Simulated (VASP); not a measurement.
Wanted: the native input for a VASP 6.6.1 run.

```yaml
Task: single point
Functional: PBE
Potentials_or_basis: VASP PAW PBE potentials, release 64 (W_sv, C)
Cutoff: 520 eV
k_mesh: 18 × 18 × 16
Occupations: gaussian, width 0.15 eV
Spin: no spin polarisation
Dipole_correction: no
Further_INCAR_settings: ALGO = Normal; EDIFF = 1e-06; NBANDS = 16
```

The structure of WC lies in POSCAR:

```
WC
1.0
    2.9005014360      0.0000000000      0.0000000000
   -1.4502507180      2.5119079273      0.0000000000
    0.0000000000      0.0000000000      2.8290000000
W C
1 1
Direct
   -0.0576808060     -0.0422252806      0.0000000000
    0.6666666667      0.3333333333      0.5000000000
```

This cell differs from its parent crystal: atom 1 (W) moved by (-0.150, +0.000) A along [1 1 0] and z.

One way to write it, as run:

INCAR

```
SYSTEM = WC
PREC = Accurate
ENCUT = 520
EDIFF = 1E-6
ISMEAR = 0
SIGMA = 0.15
LREAL = .False.
LASPH = .True.
NELM = 80
ALGO = Normal
ISIF = 2
LWAVE = .False.
LCHARG = .True.
GGA = PE
LELF = .True.
LVHAR = .True.
NBANDS = 16
```

KPOINTS

```
Automatic mesh
0
Gamma
  18 18 16
  0 0 0
```

Potentials or basis: VASP PAW PBE potentials, release 64 (W_sv, C).

Command:

```console
$ cat potpaw_PBE.64/W_sv/POTCAR potpaw_PBE.64/C/POTCAR > POTCAR
$ mpirun -np 1 vasp_std > vasp.out
```

Results of the run:

The pressure is 12.9 GPa. The largest force is 2.228 eV/Å and the band gap on the k mesh is zero (band 9 reaches 12.05 eV, above the bottom of band 10 at 10.65 eV).

Caveat: the cell differs from its parent crystal (atom 1 (W) moved by (-0.150, +0.000) A along [1 1 0] and z); spin-orbit coupling is left out, which moves the levels of the heavy elements; forces of over 1 eV/Å act on the atoms, so gaps and moduli don't describe the material at rest.

Run time: 3.7 min on 1 thread of Intel Xeon 6975P-C, on a shared host, peak memory 0.56 GiB.
